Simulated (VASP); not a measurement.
Input of a VASP 6.6.1 run:

The input INCAR:

```
PREC = Accurate ; ENCUT = 520
EDIFF = 1E-6 ; ISMEAR = 0
SIGMA = 0.1 ; LREAL = F
LASPH = T ; NELM = 100
ALGO = Normal ; ISIF = 2
LWAVE = F ; LCHARG = F
GGA = PE ; NBANDS = 14
```

File KPOINTS:

```
Automatic mesh
0
Gamma
  8 8 2
```

Contents of POSCAR:

```
Al
1.0
    1.4332090300     -2.3782174200      0.0000000000
    1.4332090300      2.3782174200      0.0000000000
    0.0000000000      0.0000000000      9.3211864400
Al
4
Direct
    0.0417833700      0.9582166300      0.0105004200
    0.4189107500      0.5810892500      0.2394995800
    0.9582166300      0.0417833700      0.5105004200
    0.5810892500      0.4189107500      0.7394995800
```

Potentials or basis: VASP PAW PBE potentials, release 64 (Al).

Command:

```sh
$ cat potpaw_PBE.64/Al/POTCAR > POTCAR
$ mpirun -np 1 vasp_std > vasp.out
```

**Question.** Estimate the largest force.

**Answer.** 1.019 eV/Å.

**Question.** Predict the band gap on the k mesh.

**Answer.** Zero (band 6 reaches 12.14 eV, above the bottom of band 7 at 6.63 eV).

**Question.** Predict the pressure.

**Answer.** 5.9 GPa.

Forces in eV/Å, atoms in the order of the input:
```
Al   0.000 -0.191 -0.982
Al   0.000  0.272  0.982
Al   0.000  0.191 -0.982
Al   0.000 -0.272  0.982
```

Caveat: forces of over 1 eV/Å act on the atoms, so gaps and moduli don't describe the material at rest.
